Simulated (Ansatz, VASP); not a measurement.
## One calculation of LaSb, two programs

```xyz
2
Lattice="0.0000 3.2450 3.3099 3.2450 0.0000 3.3099 3.2450 3.2450 0.0000" Properties=species:S:1:pos:R:3 pbc="T T T"
La    0.0000    0.0000    0.0000
Sb    3.2450    3.2450    3.3099
```

Change from the starting cell: zz strain of +2 %.

Alike in both runs: task single point; functional PBEsol; k mesh 10 × 10 × 10; occupations fermi-dirac, width 0.05 eV; no spin polarisation.

```csv
,VASP,Ansatz
version,VASP 6.6.1,Ansatz 0.2.0
potentials or method,"VASP PAW PBE potentials, release 64 (La, Sb), cutoff 520 eV","all-electron LAPW, scalar-relativistic"
```

|  | VASP | Ansatz | Ansatz less VASP |
| --- | --- | --- | --- |
| pressure (GPa) | -1.9 | -1.9 | +0.04 |
| traceless stress, the component that is largest in VASP (GPa) | -1.38 | -1.38 | 0.000 |

VASP's potentials were made for PBE, not for PBEsol. Ansatz ran all-electron here, and VASP with PAW potentials.

Neither program's run includes spin-orbit coupling.
